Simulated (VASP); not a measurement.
A run of VASP 6.6.1 is set up as follows.

File POSCAR:

```
HgTe
1.0
   -3.0044411569      3.0044411569      1.5383343083
    3.0044411569     -3.0044411569      1.5383343083
    3.0044411569      3.0044411569     -1.5383343083
Hg Te
1 1
Direct
    0.2500000000      0.7500000000      0.5000000000
    0.0000000000      0.0000000000      0.0000000000
```

INCAR.step1

```
PREC = Accurate ; ENCUT = 520
ISMEAR = -1 ; SIGMA = 0.05
LREAL = False ; LASPH = True
NELM = 80 ; NBANDS = 16
GGA = PE ; ALGO = Normal
EDIFF = 1E-4 ; LWAVE = True
LCHARG = False
```

INCAR.step2

```
PREC = Accurate ; ENCUT = 520
EDIFF = 1E-6 ; ISMEAR = -1
SIGMA = 0.05 ; LREAL = False
LASPH = True ; NELM = 80
ALGO = Normal ; ISIF = 2
LWAVE = False ; LCHARG = True
METAGGA = R2SCAN ; LMIXTAU = True
IVDW = 12 ; LELF = True
LVHAR = True ; VDW_S6 = 1.0
VDW_S8 = 0.78981345 ; VDW_A1 = 0.49484001
VDW_A2 = 5.73083694 ; NBANDS = 16
ISTART = 1
```

The input KPOINTS:

```
Automatic mesh
0
Gamma
  8 8 8
```

Potentials or basis: VASP PAW PBE potentials, release 64 (Hg, Te).

The run is started by

```bash
$ cat potpaw_PBE.64/Hg/POTCAR potpaw_PBE.64/Te/POTCAR > POTCAR
$ cp INCAR.step1 INCAR
$ mpirun -np 1 vasp_std > vasp.out
$ cp INCAR.step2 INCAR
$ mpirun -np 1 vasp_std > vasp.out
```

**Question.** What does it give for the pressure?

**Answer.** -0.7 GPa.

**Question.** What does it give for the dispersion energy per atom?

**Answer.** -0.210 eV.

**Question.** What does it give for the band gap on the k mesh?

**Answer.** Zero (band 9 reaches 6.45 eV, above the bottom of band 10 at 3.16 eV).

Stress tensor (GPa, compression positive):
```
-1.21  0.00  0.00
 0.00 -1.21  0.00
 0.00  0.00  0.40
```

Caveat: three body term missing; the PAW data sets were made with another functional, which shifts forces and pressure a little; spin-orbit coupling is left out, which moves the levels of the heavy elements; pairwise dispersion overbinds metals, which lowers pressure and volume.
